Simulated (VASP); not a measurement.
# BaBCl3 (P-4m2) in VASP: a series of runs

BaBCl3 is run at these levels: PBE; tasks: single point, relaxation of cell and atoms.

Program: VASP 6.6.1. These are calculated values, not measurements. Logs are shortened: lines on timing, memory, paths and dates and some standing lists are left out, and cuts for length are marked.

**1. The cell of the first run**

The structure is tetragonal, space group P-4m2 (No. 115). Conventional cell: a = 4.410 Å, b = 4.410 Å, c = 4.618 Å, α = 90.00°, β = 90.00°, γ = 90.00°. Within 3.1 Å of Ba (site symmetry -4m2) lie 2 B at 2.31 Å and 4 Cl at 2.38 Å. Within 3.1 Å of B (site symmetry -4m2) lie 2 Ba at 2.31 Å and 4 Cl at 2.63 Å. Cl (site symmetry 2mm) has 2 Ba at 2.38 Å and 2 B at 2.63 Å and 2 Cl at 2.63 Å within 3.1 Å. Cl (site symmetry -4m2) has 4 Cl at 2.63 Å and 4 B at 3.12 Å within 3.5 Å.

**2. Single point, PBE**

The input, INCAR:

```
SYSTEM = BaBCl3
PREC = Accurate ; ENCUT = 520
EDIFF = 1E-6 ; ISMEAR = 0
SIGMA = 0.1 ; LREAL = .False.
LASPH = .True. ; NELM = 80
ALGO = Normal ; ISIF = 2
LWAVE = .False. ; LCHARG = .True.
GGA = PE ; LELF = .True.
LVHAR = .True. ; NBANDS = 25
```

The input, KPOINTS:

```
Automatic mesh
0
Gamma
  4 4 4
  0 0 0
```

The input, POSCAR:

```
BaBCl3
1.0
    4.4096762900      0.0000000000      0.0000000000
    0.0000000000      4.4096762900      0.0000000000
    0.0000000000      0.0000000000      4.6178898900
Ba B Cl
1 1 3
Direct
    0.0000000000      0.0000000000      0.0000000000
    0.0000000000      0.0000000000      0.5000000000
    0.0000000000      0.5000000000      0.1912014900
    0.5000000000      0.0000000000      0.8087985100
    0.5000000000      0.5000000000      0.5000000000
```

Potentials or basis: VASP PAW PBE potentials, release 64 (Ba_sv, B, Cl).

Launch:

```
cat potpaw_PBE.64/Ba_sv/POTCAR potpaw_PBE.64/B/POTCAR potpaw_PBE.64/Cl/POTCAR > POTCAR
mpirun -np 1 vasp_std > vasp.out
```

OUTCAR:

```text
SYSTEM = BaBCl3
   PREC = Accurate
   ENCUT = 520
   EDIFF = 1E-6
   ISMEAR = 0
   LREAL = .False.
   LASPH = .True.
   NELM = 80
   ISIF = 2
   GGA = PE

 ion  position               nearest neighbor table
   1  0.000  0.000  0.000-   2 2.31   2 2.31   4 2.38   3 2.38   3 2.38   4 2.38
   2  0.000  0.000  0.500-   1 2.31   1 2.31
   3  0.000  0.500  0.191-   1 2.38   1 2.38   5 2.63   5 2.63
   4  0.500  0.000  0.809-   1 2.38   1 2.38   5 2.63   5 2.63
   5  0.500  0.500  0.500-   3 2.63   4 2.63   4 2.63   3 2.63

  LATTYP: Found a simple tetragonal cell.
 ALAT       =     4.4096762900
 C/A-ratio  =     1.0472174342

  Lattice vectors:

 A1 = (   4.4096762900,   0.0000000000,   0.0000000000)
 A2 = (   0.0000000000,   4.4096762900,   0.0000000000)
 A3 = (   0.0000000000,   0.0000000000,   4.6178898900)

Analysis of symmetry for initial positions (statically):
=====================================================================
 Subroutine PRICEL returns:
 Original cell was already a primitive cell.

 Routine SETGRP: Setting up the symmetry group for a
 simple tetragonal supercell.

 Subroutine GETGRP returns: Found  8 space group operations
 (whereof  8 operations were pure point group operations)
 out of a pool of 16 trial point group operations.

The static configuration has the point symmetry D_2d.

Analysis of symmetry for dynamics (positions and initial velocities):
=====================================================================
 Subroutine PRICEL returns:
 Original cell was already a primitive cell.

 Routine SETGRP: Setting up the symmetry group for a
 simple tetragonal supercell.

 Subroutine GETGRP returns: Found  8 space group operations
 (whereof  8 operations were pure point group operations)
 out of a pool of 16 trial point group operations.

The dynamic configuration has the point symmetry D_2d.

 Subroutine INISYM returns: Found  8 space group operations
 (whereof  8 operations are pure point group operations),
 and found     1 'primitive' translations

----------------------------------------------------------------------------------------

                                     Primitive cell

  volume of cell :      89.7960

  direct lattice vectors                    reciprocal lattice vectors
     4.409676290  0.000000000  0.000000000     0.226774016  0.000000000  0.000000000
     0.000000000  4.409676290  0.000000000     0.000000000  0.226774016  0.000000000
     0.000000000  0.000000000  4.617889890     0.000000000  0.000000000  0.216549122

  length of vectors
     4.409676290  4.409676290  4.617889890     0.226774016  0.226774016  0.216549122

  position of ions in fractional coordinates (direct lattice)
     0.000000000  0.000000000  0.000000000
     0.000000000  0.000000000  0.500000000
     0.000000000  0.500000000  0.191201490
     0.500000000  0.000000000  0.808798510
     0.500000000  0.500000000  0.500000000

  ion indices of the primitive-cell ions
   primitive index   ion index
                 1           1
                 2           2
                 3           3
                 4           4
                 5           5

----------------------------------------------------------------------------------------

 KPOINTS: Automatic mesh

Automatic generation of k-mesh.
 Grid dimensions read from file:
 generate k-points for:    4    4    4

 Generating k-lattice:

  Cartesian coordinates                     Fractional coordinates (reciprocal lattice)
     0.056693504  0.000000000  0.000000000     0.250000000  0.000000000  0.000000000
     0.000000000  0.056693504  0.000000000     0.000000000  0.250000000  0.000000000
     0.000000000  0.000000000  0.054137280     0.000000000  0.000000000  0.250000000

  Length of vectors
     0.056693504  0.056693504  0.054137280

  Shift w.r.t. Gamma in fractional coordinates (k-lattice)
     0.000000000  0.000000000  0.000000000

 Subroutine IBZKPT returns following result:
 ===========================================

 Found     18 irreducible k-points:

 Following reciprocal coordinates:
            Coordinates               Weight
  0.000000  0.000000  0.000000      1.000000
  0.250000  0.000000  0.000000      4.000000
  0.500000  0.000000  0.000000      2.000000
  0.250000  0.250000  0.000000      4.000000
  0.500000  0.250000  0.000000      4.000000
  0.500000  0.500000  0.000000      1.000000
[... 10 lines left out ...]
  0.500000  0.250000  0.500000      4.000000
  0.500000  0.500000  0.500000      1.000000
   k-points           NKPTS =     18   k-points in BZ     NKDIM =     18   number of bands    NBANDS=     25
   number of dos      NEDOS =    301   number of ions     NIONS =      5
   total plane-waves  NPLWV =  46656
   dimension x,y,z NGX =    36 NGY =   36 NGZ =   36
   dimension x,y,z NGXF=    72 NGYF=   72 NGZF=   72
   ions per type =               1   1   3
   NGX,Y,Z   is equivalent  to a cutoff of  13.57, 13.57, 12.96 a.u.
   NGXF,Y,Z  is equivalent  to a cutoff of  27.14, 27.14, 25.92 a.u.
 SYSTEM =  BaBCl3
   PREC   = accura    normal or accurate (medium, high low for compatibility)
   ISTART =      0    job   : 0-new  1-cont  2-samecut
   ICHARG =      2    charge: 1-file 2-atom 10-const
   ISPIN  =      1    spin polarized calculation?
   LNONCOLLINEAR =      F non collinear calculations
   LSORBIT =      F    spin-orbit coupling
   LASPH  =      T    aspherical Exc in radial PAW
   ENCUT  =  520.0 eV  38.22 Ry    6.18 a.u.   8.20  8.20  8.59*2*pi/ulx,y,z
   NELM   =     80;   NELMIN=  2; NELMDL= -5     # of ELM steps
   EDIFF  = 0.1E-05   stopping-criterion for ELM
   LREAL  =      F    real-space projection
   EDIFFG = 0.1E-04   stopping-criterion for IOM
   NSW    =      0    number of steps for IOM
   IBRION =     -1    ionic relax: 0-MD 1-quasi-New 2-CG
   NFREE  =      0    steps in history (QN), initial steepest desc. (CG)
   ISIF   =      2    stress and relaxation
   ISYM   =      2    0-nonsym 1-usesym 2-fastsym
   POTIM  = 0.5000    time-step for ionic-motion
   TEBEG  =    0.0;   TEEND  =   0.0 temperature during run
   PSTRESS=    0.0 pullay stress
   NELECT =      34.0000    total number of electrons
   NUPDOWN=      -1.0000    fix difference up-down
   EMIN   =  10.00;   EMAX   =-10.00  energy-range for DOS
   EFERMI =   0.00;   METHOD = LEGACY
   ISMEAR =     0;   SIGMA  =   0.10  broadening in eV -4-tet -1-fermi 0-gaus
   EFERMI_NEDOS =   21; number of points for ismear=-14 and -15
   IALGO  =     38    algorithm
   IMIX   =      4    mixing-type and parameters
     AMIX     =   0.40;   BMIX     =  1.00
     AMIX_MAG =   1.60;   BMIX_MAG =  1.00
  volume/ion in A,a.u.               =      17.96       121.19
  Fermi-wavevector in a.u.,A,eV,Ry     =   1.184356  2.238108 19.084869  1.402698
  Thomas-Fermi vector in A             =   2.320572
   LORBIT       =      0    0 simple, 1 ext, 2 COOP (PROOUT), +10 PAW based schemes
   GGA     = PE    functional components
   LHFCALC =     F    Hartree Fock is set to
   AEXX    =    0.0000 exact exchange contribution
   IVDW    =     0    specifies the selected vdW correction
   LEPSILON=     F    determine dielectric tensor
   LRPA    =     F    only Hartree local field effects (RPA)
 non-spin polarized calculation
 Gauss-broadening in eV      SIGMA  =   0.10
  energy-cutoff  :      520.00
  volume of cell :       89.80
 maximum number of plane-waves:      2464
 NGX is ok and might be reduce to    36
   NGX = 17   NGY = 17   NGZ = 17

 number of electron      33.9999997 magnetization

 Free energy of the ion-electron system (eV)
  ---------------------------------------------------
  ext. energy  EPLUGINS =         0.00000000
  ---------------------------------------------------
  free energy    TOTEN  =        -5.87108273 eV

  energy without entropy =       -5.86244722  energy(sigma->0) =       -5.86676498

 E-fermi :   4.4383     XC(G=0): -10.1553

 val. band max:        4.3696040184   @ k =   0.5000   0.5000   0.5000
 cond. band min:       4.4439320916   @ k =   0.2500   0.2500   0.5000
 fundamental gap:      0.0743280732
 Fermi energy:         4.4382635939

 k-point     1 :       0.0000    0.0000    0.0000
  band No.  band energies     occupation
      1     -22.2881      2.00000
      2     -12.3203      2.00000
      3     -11.6251      2.00000
      4      -8.7708      2.00000
      5      -8.7708      2.00000
      6      -8.7371      2.00000
[... 17 lines left out ...]
     24      12.1768      0.00000
     25      12.8930      0.00000

 k-point     2 :       0.2500    0.0000    0.0000
  band No.  band energies     occupation
      1     -22.2338      2.00000
      2     -12.7226      2.00000
      3     -11.8262      2.00000
      4      -9.3400      2.00000
      5      -8.7334      2.00000
      6      -8.1971      2.00000
[... 17 lines left out ...]
     24      11.3581      0.00000
     25      12.8160      0.00000

 k-point     3 :       0.5000    0.0000    0.0000
  band No.  band energies     occupation
      1     -22.1776      2.00000
      2     -13.2089      2.00000
      3     -11.7511      2.00000
      4      -9.5404      2.00000
      5      -8.6950      2.00000
      6      -8.1521      2.00000
[... 17 lines left out ...]
     24      11.8913      0.00000
     25      12.6115      0.00000

 k-point     4 :       0.2500    0.2500    0.0000
  band No.  band energies     occupation
      1     -22.1791      2.00000
      2     -12.7108      2.00000
      3     -12.4622      2.00000
      4      -9.5104      2.00000
      5      -9.0289      2.00000
      6      -6.8457      2.00000
[... 17 lines left out ...]
     24      11.8476      0.00000
     25      11.8924      0.00000

 k-point     5 :       0.5000    0.2500    0.0000
  band No.  band energies     occupation
      1     -22.1225      2.00000
      2     -13.1308      2.00000
      3     -12.4888      2.00000
      4      -9.6727      2.00000
      5      -9.0275      2.00000
      6      -6.5756      2.00000
[... 17 lines left out ...]
     24      12.2273      0.00000
     25      12.5053      0.00000

 k-point     6 :       0.5000    0.5000    0.0000
  band No.  band energies     occupation
      1     -22.0655      2.00000
      2     -13.0466      2.00000
      3     -13.0466      2.00000
      4      -9.8130      2.00000
      5      -9.0412      2.00000
      6      -5.4502      2.00000
[... 17 lines left out ...]
     24      13.1880      0.00000
     25      13.7628      0.00000
[... 225 lines left out ...]
 k-point    15 :       0.5000    0.0000    0.5000
  band No.  band energies     occupation
      1     -22.1609      2.00000
      2     -13.1068      2.00000
      3     -11.9269      2.00000
      4      -9.7533      2.00000
      5      -8.6262      2.00000
      6      -8.3902      2.00000
[... 17 lines left out ...]
     24      12.7531      0.00000
     25      12.9634      0.00000

 k-point    16 :       0.2500    0.2500    0.5000
  band No.  band energies     occupation
      1     -22.1620      2.00000
      2     -12.8893      2.00000
      3     -12.2155      2.00000
      4      -9.7288      2.00000
      5      -9.2936      2.00000
      6      -6.8607      2.00000
[... 17 lines left out ...]
     24      12.5901      0.00000
     25      13.1913      0.00000

 k-point    17 :       0.5000    0.2500    0.5000
  band No.  band energies     occupation
      1     -22.1071      2.00000
      2     -13.0514      2.00000
      3     -12.5000      2.00000
      4      -9.7521      2.00000
      5      -9.4544      2.00000
      6      -6.5641      2.00000
[... 17 lines left out ...]
     24      12.7561      0.00000
     25      12.8551      0.00000

 k-point    18 :       0.5000    0.5000    0.5000
  band No.  band energies     occupation
      1     -22.0514      2.00000
      2     -12.9935      2.00000
      3     -12.9935      2.00000
      4      -9.7557      2.00000
      5      -9.5456      2.00000
      6      -5.7538      2.00000
[... 17 lines left out ...]
     24      12.4877      0.00000
     25      13.7003      0.00000

------------------------ aborting loop because EDIFF is reached ----------------------------------------

  FORCE on cell =-STRESS in cart. coord.  units (eV):
  Direction    XX          YY          ZZ          XY          YZ          ZX
  --------------------------------------------------------------------------------------
  -------------------------------------------------------------------------------------
  Total       31.0883194     31.0883194     28.4591350      0.0000000     -0.0000000      0.0000000
  in kB      554.6906372    554.6906372    507.7796423      0.0000000     -0.0000000      0.0000000
  external PRESSURE =     539.0536389 kB  Pullay stress =       0.0000000 kB

 VOLUME and BASIS-vectors are now :
 -----------------------------------------------------------------------------
  energy-cutoff  :      520.00
  volume of cell :       89.80
      direct lattice vectors                 reciprocal lattice vectors
     4.409676290  0.000000000  0.000000000     0.226774016  0.000000000  0.000000000
     0.000000000  4.409676290  0.000000000     0.000000000  0.226774016  0.000000000
     0.000000000  0.000000000  4.617889890     0.000000000  0.000000000  0.216549122

 POSITION                                       TOTAL-FORCE (eV/Angst)
 -----------------------------------------------------------------------------------
      0.00000      0.00000      0.00000        -0.000000      0.000000      0.000000
      0.00000      0.00000      2.30894        -0.000000     -0.000000      0.000000
      0.00000      2.20484      0.88295        -0.000000      0.000000      2.699399
      2.20484      0.00000      3.73494         0.000000      0.000000     -2.699399
      2.20484      2.20484      2.30894        -0.000000     -0.000000      0.000000
 -----------------------------------------------------------------------------------
    total drift:                                0.000000      0.000000      0.000000

  FREE ENERGIE OF THE ION-ELECTRON SYSTEM (eV)
  ---------------------------------------------------
  free  energy   TOTEN  =        -5.8710827283 eV

  energy  without entropy=       -5.8624472241  energy(sigma->0) =       -5.86676498
```

Wall time 66 s (1 thread of AMD EPYC 7R43 (Zen 3), shared host); peak memory 0.18 GiB.

Results:

```
Free energy            : -5.8711 eV
Pressure               : 53.9 GPa
Largest force          : 2.699 eV/Å
Band gap on the k mesh : zero (band 17 reaches 4.60 eV, above the bottom of band 18 at 4.13 eV)
```

Forces on the atoms (eV/Å):
```
Ba   0.000  0.000  0.000
B    0.000  0.000  0.000
Cl   0.000  0.000  2.699
Cl   0.000  0.000 -2.699
Cl   0.000  0.000  0.000
```

Stress tensor (GPa, compression positive):
```
55.47  0.00  0.00
 0.00 55.47  0.00
 0.00  0.00 50.78
```

Caveat: spin-orbit coupling is left out, which moves the levels of the heavy elements; forces of over 1 eV/Å act on the atoms, so gaps and moduli don't describe the material at rest.

(Continued in part 2 of 2.)
